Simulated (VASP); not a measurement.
The system is Si.

```
Si
1.0
    -1.18102    1.18102    1.18102
     1.18102   -1.18102    1.18102
     1.18102    1.18102   -1.18102
Si
1
Direct
  0.00000 0.00000 0.00000
```

This cell differs from its parent crystal: volume scaled by 0.45.

Program: VASP 6.6.1. Alike in all runs: task single point; potentials or basis VASP PAW PBE potentials, release 64 (Si); no spin polarisation; cell as given.

Q: Order these runs on this cell by their pressure, lowest first.
A. level r2SCAN; k mesh 17 × 17 × 17, shifted; cutoff (eV) 550; smearing fermi-dirac 0.05 eV
B. level PBE; k mesh 21 × 21 × 21; cutoff (eV) 500; smearing tetrahedron
C. level PBE; k mesh 17 × 17 × 17; cutoff (eV) 520; smearing fermi-dirac 0.05 eV

A: A (384.6 GPa), B (386.7 GPa), C (388.5 GPa).

Caveats: tetrahedron occupations give inexact forces and stress in metals (some runs); the PAW data sets were made with another functional, which shifts forces and pressure a little (some runs).
